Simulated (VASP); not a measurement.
# C (P-1) in VASP: single point with PBE+D3(BJ)

Aim: the single point of C with PBE+D3(BJ).

Program: VASP 6.6.1. These are calculated values, not measurements. Logs are shortened: lines on timing, memory, paths and dates and some standing lists are left out, and cuts for length are marked.

## 1. The cell of the first run

The typed cell holds 12 atoms: a = 2.465 Å, b = 2.465 Å, c = 20.811 Å, α = 88.87°, β = 89.43°, γ = 60.00°.

## 2. Single point, PBE+D3(BJ) (the part above a cut slid along it)

INCAR reads:

```
SYSTEM = C
PREC     = Accurate       ! precision mode
ENCUT    = 600            ! plane-wave cutoff, eV
EDIFF    = 1E-6           ! SCF threshold, eV
ISMEAR   = 0              ! smearing method
SIGMA    = 0.03           ! smearing width, eV
LREAL    = .FALSE.        ! projectors in reciprocal space
LASPH    = .TRUE.         ! aspherical terms in the spheres
NELM     = 120            ! most SCF steps
ALGO     = Normal         ! electronic algorithm
ISIF     = 2              ! what is computed and relaxed
LWAVE    = .FALSE.        ! write WAVECAR
LCHARG   = .FALSE.        ! write CHGCAR
GGA      = PE             ! functional
IVDW     = 12             ! dispersion correction
NBANDS   = 36             ! bands
GGA_COMPAT= .FALSE.
```

KPOINTS reads:

```
Automatic mesh
0
G
  15 15 2
  0 0 0
```

POSCAR reads:

```
C
1.0
   -2.4647935466      0.0000000000      0.0000000000
   -1.2323967733     -2.1345738265      0.0000000000
   -0.2053994622     -0.3557623044     20.8066193286
C
12
Direct
    0.6666666667      0.6253658566      0.2478048605
    1.0000000000      0.8475880788      0.9144715272
    0.3333333333      0.2364769677      0.5811381939
    0.6666666667      0.6524063656      0.0855618061
    1.0000000000      0.8746285879      0.7522284728
    0.3333333333      0.2635174768      0.4188951395
    0.6666666667      0.5968540756      0.4188755462
    1.0000000000     -0.0142570355      0.0855422129
    0.3333333333      0.2079651867      0.7522088796
    0.6666666667      0.5142514799      0.9144911204
    1.0000000000     -0.0968596312      0.5811577871
    0.3333333333      0.2920292577      0.2478244538
```

Potentials or basis: VASP PAW PBE potentials, release 64 (C).

Launch:

```console
$ cat potpaw_PBE.64/C/POTCAR > POTCAR
$ mpirun -np 1 vasp_std > vasp.out
```

OUTCAR:

```text
SYSTEM = C
   PREC = Accurate
   ENCUT = 600
   EDIFF = 1E-6
   ISMEAR = 0
   LREAL = .FALSE.
   LASPH = .TRUE.
   NELM = 120
   ISIF = 2
   GGA = PE
   IVDW = 12
 IVDW          = 12

 ion  position               nearest neighbor table
   1  0.667  0.625  0.248-  12 1.42  12 1.42  12 1.42
   2  0.000  0.848  0.914-  10 1.42  10 1.42  10 1.42
   3  0.333  0.236  0.581-  11 1.42  11 1.42  11 1.42
   4  0.667  0.652  0.086-   8 1.42   8 1.42   8 1.42
   5  0.000  0.875  0.752-   9 1.42   9 1.42   9 1.42
   6  0.333  0.264  0.419-   7 1.42   7 1.42   7 1.42
   7  0.667  0.597  0.419-   6 1.42   6 1.42   6 1.42
   8  0.000  0.986  0.086-   4 1.42   4 1.42   4 1.42
   9  0.333  0.208  0.752-   5 1.42   5 1.42   5 1.42
  10  0.667  0.514  0.914-   2 1.42   2 1.42   2 1.42
  11  0.000  0.903  0.581-   3 1.42   3 1.42   3 1.42
  12  0.333  0.292  0.248-   1 1.42   1 1.42   1 1.42

  LATTYP: Found a base centered monoclinic cell.
 ALAT       =     2.4647935467
 B/A-ratio  =     1.7320508075
 C/A-ratio  =     8.4431713560
 COS(beta)  =    -0.0197398181

  Lattice vectors:

 A1 = (   2.4647935466,  -0.0000000000,   0.0000000000)
 A2 = (  -1.2323967733,   2.1345738265,   0.0000000000)
 A3 = (  -0.2053994622,  -0.3557623044,  20.8066193286)

Analysis of symmetry for initial positions (statically):
=====================================================================
 Subroutine PRICEL returns:
 Original cell was already a primitive cell.

 Routine SETGRP: Setting up the symmetry group for a
 base centered monoclinic supercell.

 Subroutine GETGRP returns: Found  2 space group operations
 (whereof  1 operations were pure point group operations)
 out of a pool of  4 trial point group operations.

The static configuration has the point symmetry C_1 .
 The point group associated with its full space group is S_2 .

Analysis of symmetry for dynamics (positions and initial velocities):
=====================================================================
 Subroutine PRICEL returns:
 Original cell was already a primitive cell.

 Routine SETGRP: Setting up the symmetry group for a
 base centered monoclinic supercell.

 Subroutine GETGRP returns: Found  2 space group operations
 (whereof  1 operations were pure point group operations)
 out of a pool of  4 trial point group operations.

The dynamic configuration has the point symmetry C_1 .
 The point group associated with its full space group is S_2 .

 Subroutine INISYM returns: Found  2 space group operations
 (whereof  1 operations are pure point group operations),
 and found     1 'primitive' translations

----------------------------------------------------------------------------------------

                                     Primitive cell

  volume of cell :     109.4695

  direct lattice vectors                    reciprocal lattice vectors
    -2.464793547  0.000000000  0.000000000    -0.405713493  0.234238795  0.000000000
    -1.232396773 -2.134573827  0.000000000     0.000000000 -0.468477589 -0.008010271
    -0.205399462 -0.355762304 20.806619329     0.000000000  0.000000000  0.048061628

  length of vectors
     2.464793547  2.464793547 20.810674272     0.468477589  0.468546066  0.048061628

  position of ions in fractional coordinates (direct lattice)
     0.666666667  0.625365857  0.247804860
     1.000000000  0.847588079  0.914471527
     0.333333333  0.236476968  0.581138194
     0.666666667  0.652406366  0.085561806
     1.000000000  0.874628588  0.752228473
     0.333333333  0.263517477  0.418895140
     0.666666667  0.596854076  0.418875546
     1.000000000  0.985742964  0.085542213
     0.333333333  0.207965187  0.752208880
     0.666666667  0.514251480  0.914491120
     1.000000000  0.903140369  0.581157787
     0.333333333  0.292029258  0.247824454

  ion indices of the primitive-cell ions
   primitive index   ion index
                 1           1
                 2           2
                 3           3
                 4           4
                 5           5
                 6           6
                 7           7
                 8           8
                 9           9
                10          10
                11          11
                12          12

----------------------------------------------------------------------------------------

 KPOINTS: Automatic mesh

Automatic generation of k-mesh.
 Grid dimensions read from file:
 generate k-points for:   15   15    2

 Generating k-lattice:

  Cartesian coordinates                     Fractional coordinates (reciprocal lattice)
    -0.027047566  0.015615920  0.000000000     0.066666667  0.000000000  0.000000000
     0.000000000 -0.031231839 -0.000534018     0.000000000  0.066666667  0.000000000
     0.000000000  0.000000000  0.024030814     0.000000000  0.000000000  0.500000000

  Length of vectors
     0.031231839  0.031236404  0.024030814

  Shift w.r.t. Gamma in fractional coordinates (k-lattice)
     0.000000000  0.000000000  0.000000000

 Subroutine IBZKPT returns following result:
 ===========================================

 Found    226 irreducible k-points:

 Following reciprocal coordinates:
            Coordinates               Weight
  0.000000  0.000000  0.000000      1.000000
  0.066667 -0.000000 -0.000000      2.000000
  0.133333  0.000000  0.000000      2.000000
  0.200000 -0.000000 -0.000000      2.000000
  0.266667  0.000000  0.000000      2.000000
  0.333333 -0.000000 -0.000000      2.000000
[... 16 lines left out ...]
 -0.466667  0.066667  0.000000      2.000000
  0.000000  0.133333  0.000000      2.000000
 [... further k-points ...]
   k-points           NKPTS =    226   k-points in BZ     NKDIM =    226   number of bands    NBANDS=     36
   number of dos      NEDOS =    301   number of ions     NIONS =     12
   total plane-waves  NPLWV =  67200
   dimension x,y,z NGX =    20 NGY =   20 NGZ =  168
   dimension x,y,z NGXF=    40 NGYF=   40 NGZF=  336
   ions per type =              12
   NGX,Y,Z   is equivalent  to a cutoff of  13.49, 13.49, 13.42 a.u.
   NGXF,Y,Z  is equivalent  to a cutoff of  26.98, 26.98, 26.84 a.u.
 SYSTEM =  C
   PREC   = accura    normal or accurate (medium, high low for compatibility)
   ISTART =      0    job   : 0-new  1-cont  2-samecut
   ICHARG =      2    charge: 1-file 2-atom 10-const
   ISPIN  =      1    spin polarized calculation?
   LNONCOLLINEAR =      F non collinear calculations
   LSORBIT =      F    spin-orbit coupling
   LASPH  =      T    aspherical Exc in radial PAW
   ENCUT  =  600.0 eV  44.10 Ry    6.64 a.u.   4.92  4.92 41.56*2*pi/ulx,y,z
   NELM   =    120;   NELMIN=  2; NELMDL= -5     # of ELM steps
   EDIFF  = 0.1E-05   stopping-criterion for ELM
   LREAL  =      F    real-space projection
   EDIFFG = 0.1E-04   stopping-criterion for IOM
   NSW    =      0    number of steps for IOM
   IBRION =     -1    ionic relax: 0-MD 1-quasi-New 2-CG
   NFREE  =      0    steps in history (QN), initial steepest desc. (CG)
   ISIF   =      2    stress and relaxation
   ISYM   =      2    0-nonsym 1-usesym 2-fastsym
   POTIM  = 0.5000    time-step for ionic-motion
   TEBEG  =    0.0;   TEEND  =   0.0 temperature during run
   PSTRESS=    0.0 pullay stress
   NELECT =      48.0000    total number of electrons
   NUPDOWN=      -1.0000    fix difference up-down
   EMIN   =  10.00;   EMAX   =-10.00  energy-range for DOS
   EFERMI =   0.00;   METHOD = LEGACY
   ISMEAR =     0;   SIGMA  =   0.03  broadening in eV -4-tet -1-fermi 0-gaus
   EFERMI_NEDOS =   21; number of points for ismear=-14 and -15
   IALGO  =     38    algorithm
   IMIX   =      4    mixing-type and parameters
     AMIX     =   0.40;   BMIX     =  1.00
     AMIX_MAG =   1.60;   BMIX_MAG =  1.00
  volume/ion in A,a.u.               =       9.12        61.56
  Fermi-wavevector in a.u.,A,eV,Ry     =   1.243724  2.350298 21.046178  1.546850
  Thomas-Fermi vector in A             =   2.378023
   LORBIT       =      0    0 simple, 1 ext, 2 COOP (PROOUT), +10 PAW based schemes
   GGA     = PE    functional components
   LHFCALC =     F    Hartree Fock is set to
   AEXX    =    0.0000 exact exchange contribution
   IVDW    =    12    specifies the selected vdW correction
   LEPSILON=     F    determine dielectric tensor
   LRPA    =     F    only Hartree local field effects (RPA)
 non-spin polarized calculation
 Gauss-broadening in eV      SIGMA  =   0.03
  energy-cutoff  :      600.00
  volume of cell :      109.47
 maximum number of plane-waves:      3724
   NGX =  9   NGY =  9   NGZ = 83

 number of electron      48.0000000 magnetization

 Free energy of the ion-electron system (eV)
  ---------------------------------------------------
  ext. energy  EPLUGINS =         0.00000000
  ---------------------------------------------------
  free energy    TOTEN  =      -110.58492218 eV

  energy without entropy =     -110.58492216  energy(sigma->0) =     -110.58492217

 E-fermi :   4.3963     XC(G=0): -10.0877

 val. band max:        4.3008458945   @ k =  -0.3333   0.3333   0.0000
 cond. band min:       4.4916788808   @ k =  -0.3333   0.3333   0.0000
 fundamental gap:      0.1908329863
 Fermi energy:         4.3962719412

 k-point     1 :       0.0000    0.0000    0.0000
  band No.  band energies     occupation
      1     -15.2299      2.00000
      2     -15.1768      2.00000
      3     -15.1765      2.00000
      4     -15.0511      2.00000
      5     -15.0509      2.00000
      6     -14.9932      2.00000
[... 28 lines left out ...]
     35      12.7568      0.00000
     36      12.7646      0.00000
[... 866 lines left out ...]
      6     -14.5764      2.00000
[... 28 lines left out ...]
     35      12.9907      0.00000
     36      14.4138      0.00000

 [... further k-points ...]

------------------------ aborting loop because EDIFF is reached ----------------------------------------

 Edisp (eV)   -1.80419

 E8    (eV) :    -0.5091

  FORCE on cell =-STRESS in cart. coord.  units (eV):
  Direction    XX          YY          ZZ          XY          YZ          ZX
  --------------------------------------------------------------------------------------
  -------------------------------------------------------------------------------------
  Total       0.16101     0.16450    -0.31469     0.00323    -0.03709    -0.01997
  in kB       2.35654     2.40756    -4.60581     0.04734    -0.54278    -0.29229
  external pressure =        0.05 kB  Pullay stress =        0.00 kB

 VOLUME and BASIS-vectors are now :
 -----------------------------------------------------------------------------
  energy-cutoff  :      600.00
  volume of cell :      109.47
      direct lattice vectors                 reciprocal lattice vectors
    -2.464793547  0.000000000  0.000000000    -0.405713493  0.234238795  0.000000000
    -1.232396773 -2.134573827  0.000000000     0.000000000 -0.468477589 -0.008010271
    -0.205399462 -0.355762304 20.806619329     0.000000000  0.000000000  0.048061628

 POSITION                                       TOTAL-FORCE (eV/Angst)
 -----------------------------------------------------------------------------------
     -2.46479     -1.42305      5.15598        -0.000185     -0.000520      0.001693
     -1.23240     -2.13457     19.02706         0.002781      0.003994      0.006386
     -1.23240     -0.71152     12.09152         0.000133      0.000353      0.002076
     -2.46479     -1.42305      1.78025        -0.002781     -0.003994     -0.006386
     -1.23240     -2.13457     15.65133         0.000185      0.000520     -0.001693
     -1.23240     -0.71152      8.71579        -0.000133     -0.000353     -0.002076
     -2.46479     -1.42305      8.71538         0.000107      0.000315     -0.002775
     -1.23240     -2.13457      1.77984        -0.002683     -0.005497     -0.008074
     -1.23240     -0.71152     15.65092        -0.000122     -0.000183     -0.002981
     -2.46479     -1.42305     19.02747         0.002683      0.005497      0.008074
     -1.23240     -2.13457     12.09193        -0.000107     -0.000315      0.002775
     -1.23240     -0.71152      5.15639         0.000122      0.000183      0.002981
 -----------------------------------------------------------------------------------
    total drift:                                0.000023      0.000013     -0.000003

  FREE ENERGIE OF THE ION-ELECTRON SYSTEM (eV)
  ---------------------------------------------------
  free  energy   TOTEN  =      -112.3891101301 eV

  energy  without entropy=     -112.3891101182  energy(sigma->0) =     -112.38911012
```

It took 7.2 min on 1 thread of Intel Xeon 6975P-C (Granite Rapids), shared host; peak memory 0.76 GiB.

Results:

```
Free energy                : -112.3891 eV
Pressure                   : 0.0 GPa
Largest force              : 0.010 eV/Å
Dispersion energy per atom : -0.150 eV
```

Forces in eV/Å, atoms in the order of the input:
```
C    0.000 -0.001  0.002
C    0.003  0.004  0.006
C    0.000  0.000  0.002
C   -0.003 -0.004 -0.006
C    0.000  0.001 -0.002
C    0.000  0.000 -0.002
C    0.000  0.000 -0.003
C   -0.003 -0.005 -0.008
C    0.000  0.000 -0.003
C    0.003  0.005  0.008
C    0.000  0.000  0.003
C    0.000  0.000  0.003
```

Stress tensor (GPa, compression positive):
```
 0.24  0.00 -0.03
 0.00  0.24 -0.05
-0.03 -0.05 -0.46
```

Caveat: the cell differs from its parent crystal (the part above a cut slid along it).
